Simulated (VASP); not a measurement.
Wanted: the native input for a VASP 6.6.1 run.

```
Task                   : single point
Functional             : PBEsol
Potentials or basis    : VASP PAW PBE potentials, release 64 (O, Ca_sv)
Cutoff                 : 520 eV
k mesh                 : 1 × 1 × 1, shifted
Occupations            : fermi-dirac, width 0.05 eV
Spin                   : no spin polarisation
Dipole correction      : no
Further INCAR settings : LREAL = Auto; ALGO = Normal; EDIFF = 1e-06; NBANDS = 285; ISYM = -1
```

The structure of CaO (a cell with a defect) lies in POSCAR:

```
CaO
1.0
    9.5352000000      0.0000000000      0.0000000000
    0.0000000000      9.5352000000      0.0000000000
    0.0000000000      0.0000000000      9.5352000000
O Ca
31 31
Direct
    0.2486500000      0.9999960000      0.9997020000
    0.2473670000      0.9999900000      0.4997130000
    0.2473970000      0.4999900000      0.9997010000
    0.7509240000      0.9999810000      0.9997050000
    0.7526210000      0.0000130000      0.4996960000
    0.7526040000      0.4999800000      0.9997160000
    0.7664000000      0.5000000000      0.4997070000
    0.0009420000      0.2504590000      0.9997060000
    0.0078400000      0.2535270000      0.4997110000
    0.0009260000      0.7494910000      0.9996840000
    0.0078780000      0.7464570000      0.4996790000
    0.4985480000      0.2483660000      0.9996990000
    0.4952710000      0.2349960000      0.4997190000
    0.4985210000      0.7516070000      0.9997480000
    0.4952600000      0.7649990000      0.4997250000
    0.0009330000      0.9999950000      0.2501560000
    0.0009250000      0.9999690000      0.7492260000
    0.0078350000      0.4999930000      0.2532670000
    0.0078660000      0.4999630000      0.7461480000
    0.4985340000      0.9999910000      0.2480940000
    0.4985300000      0.0000150000      0.7513240000
    0.4953070000      0.4999980000      0.2347180000
    0.4952740000      0.5000030000      0.7647110000
    0.2497290000      0.2537800000      0.2534950000
    0.2496770000      0.2536990000      0.7460020000
    0.2496920000      0.7462930000      0.2534080000
    0.2496890000      0.7462130000      0.7459330000
    0.7496100000      0.2513750000      0.2510940000
    0.7495740000      0.2513530000      0.7483230000
    0.7495760000      0.7486140000      0.2510850000
    0.7495510000      0.7485920000      0.7483070000
    0.9976700000      0.9999650000      0.9996900000
    0.9951790000      0.9999560000      0.4996720000
    0.9951890000      0.4999680000      0.9996790000
    0.9879760000      0.4999710000      0.4996890000
    0.5020080000      0.0000030000      0.9997010000
    0.5055930000      0.0000030000      0.4996960000
    0.5055760000      0.4999990000      0.9997040000
    0.2516030000      0.2471010000      0.9997220000
    0.2556940000      0.2322990000      0.4997450000
    0.2515920000      0.7528860000      0.9996980000
    0.2556650000      0.7677130000      0.4996540000
    0.7479450000      0.2505100000      0.9996720000
    0.7400230000      0.2559840000      0.4997100000
    0.7479220000      0.7494400000      0.9996610000
    0.7399380000      0.7439220000      0.4996810000
    0.2515900000      0.0000210000      0.2468000000
    0.2515810000      0.9999800000      0.7525940000
    0.2557220000      0.5000310000      0.2320170000
    0.2556380000      0.4999500000      0.7674030000
    0.7479460000      0.9999660000      0.2502070000
    0.7479310000      0.9999480000      0.7491750000
    0.7400060000      0.4999710000      0.2556930000
    0.7399580000      0.4999750000      0.7436170000
    0.9992060000      0.2514990000      0.2512150000
    0.9992290000      0.2514610000      0.7481850000
    0.9992090000      0.7484590000      0.2511920000
    0.9992030000      0.7484530000      0.7481580000
    0.4994560000      0.2558350000      0.2555550000
    0.4994040000      0.2557590000      0.7439380000
    0.4994100000      0.7442510000      0.2554810000
    0.4993700000      0.7441530000      0.7438720000
```

These files were run (other wordings do the same):

INCAR

```
SYSTEM = CaO
PREC = Accurate
ENCUT = 520
EDIFF = 1E-6
ISMEAR = -1
SIGMA = 0.05
LREAL = Auto
LASPH = .TRUE.
NELM = 120
ALGO = Normal
ISIF = 2
LWAVE = .FALSE.
LCHARG = .TRUE.
GGA = PS
LELF = .TRUE.
LVHAR = .TRUE.
ISYM = -1
NBANDS = 285
GGA_COMPAT = .FALSE.
```

KPOINTS

```
explicit points
1
Reciprocal
  0.25000000   0.25000000   0.25000000 1
```

Potentials or basis: VASP PAW PBE potentials, release 64 (O, Ca_sv).

Launch:

```console
$ cat potpaw_PBE.64/O/POTCAR potpaw_PBE.64/Ca_sv/POTCAR > POTCAR
$ mpirun -np 1 vasp_std > vasp.out
```

Results of the run:

- Pressure: 0.9 GPa
- Largest force: 0.061 eV/Å
- Band gap on the k mesh: 2.42 eV

Caveat: the PAW data sets were made with another functional, which shifts forces and pressure a little.

Run time: 12 min on 1 thread of AMD EPYC 7R13 Processor (Zen 3), on a shared host, peak memory 0.79 GiB.
